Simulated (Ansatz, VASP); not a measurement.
## Ce in VASP and in Ansatz

```
Ce
1.0
     3.36225    0.00000    0.00000
    -1.68112    2.91179    0.00000
     0.00000    0.00000   11.01700
Ce
4
Direct
  0.00000 0.00000 0.00000
  0.00000 0.00000 0.50000
  0.33333 0.66667 0.25000
  0.66667 0.33333 0.75000
```

Alike in both runs: task single point; functional PBE; k mesh 14 × 14 × 4; occupations gaussian, width 0.05 eV; no spin polarisation.

|  | VASP | Ansatz |
| --- | --- | --- |
| version | VASP 6.6.1 | Ansatz 0.2.0 |
| potentials or method | VASP PAW PBE potentials, release 64 (Ce), cutoff 520 eV | scalar-relativistic, plane waves, PAW |
| valence electrons in the cell | 48 | 48 |

|  | VASP | Ansatz | Ansatz less VASP |
| --- | --- | --- | --- |
| pressure (GPa) | -0.2 | 0.0 | +0.19 |

Neither program's run includes spin-orbit coupling.
